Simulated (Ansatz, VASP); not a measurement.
# Co: VASP beside Ansatz

Contents of INCAR:

```
PREC = Accurate ; ENCUT = 520
EDIFF = 1E-8 ; ISMEAR = -1
SIGMA = 0.03 ; LREAL = F
LASPH = T ; NELM = 150
ALGO = Normal ; ISIF = 2
LWAVE = F ; LCHARG = F
ISPIN = 2 ; MAGMOM = 2 2
LORBIT = 11 ; LMAXMIX = 4
LEFG = T ; NBANDS = 20
```

The input KPOINTS:

```
regular mesh
0
Gamma
  17 17 9
```

File POSCAR:

```
Co
1.0
    2.4719999032      0.0000000000      0.0000000000
   -1.2359999516      2.1408147143      0.0000000000
    0.0000000000      0.0000000000      4.0211440800
Co
2
Direct
    0.3333333333      0.6666666667      0.2500000000
    0.6666666667      0.3333333333      0.7500000000
```

Input for Ansatz:

```yaml
crystal:
  lattice:
    - [2.4719999032, 0.0, 0.0]
    - [-1.2359999516, 2.1408147143, 0.0]
    - [0.0, 0.0, 4.02114408]
  atoms:
    - { symbol: Co, position: [0.3333333333, 0.6666666667, 0.25], spin: 2.0 }
    - { symbol: Co, position: [0.6666666667, 0.3333333333, 0.75], spin: 2.0 }
magnetization:
  spin_polarized: true
kpoints:
  mp_grid: { grid: [17, 17, 9] }
  band_path:
    path:
      - [0.0, 0.0, 0.0]
      - [0.5, 0.0, 0.0]
      - [0.3333333333, 0.3333333333, 0.0]
      - [0.0, 0.0, 0.0]
      - [0.0, 0.0, 0.5]
      - [0.5, 0.0, 0.5]
      - [0.3333333333, 0.3333333333, 0.5]
      - [0.0, 0.0, 0.5]
      - [0.5, 0.0, 0.5]
    npoints: 8
scf:
  occupations: { method: fermi_dirac, width: 0.03 }
hamiltonian:
  xc: lda
  pseudopotentials: { kind: all_electron, datasets: crystal }
output:
  forces: true
  stress: true
  eigenvalues: true
  efg: { contact_densities: true }
```

Alike in both runs: task electric field gradients; functional LDA; k mesh 17 × 17 × 9; occupations fermi-dirac, width 0.03 eV; collinear spin.

|  | VASP | Ansatz |
| --- | --- | --- |
| version | VASP 6.6.1 | Ansatz 0.2.0 |
| potentials or method | VASP PAW LDA potentials, release 64 (Co), cutoff 520 eV | all-electron PAW with datasets made for the crystal, scalar-relativistic |

```tsv
	VASP	Ansatz	Ansatz less VASP
pressure (GPa)	-15.2	-14.4	+0.74
traceless stress, the component that is largest in VASP (GPa)	-1.61	-1.76	-0.152
net moment per atom (μB)	1.54	1.57	+0.029
size of the moment on the site where the two differ most (μB)	1.54	1.62	+0.077
size of Vzz on the site where it differs most (V/Å²)	2.8	1.5	-1.37
```

LDA's correlation is that of Perdew and Zunger in VASP and of Perdew and Wang (1992) in Ansatz. Site moments also hang on the region over which each program counts them. Ansatz ran all-electron here, and VASP with PAW potentials. Ansatz's warnings: band levels unverified.
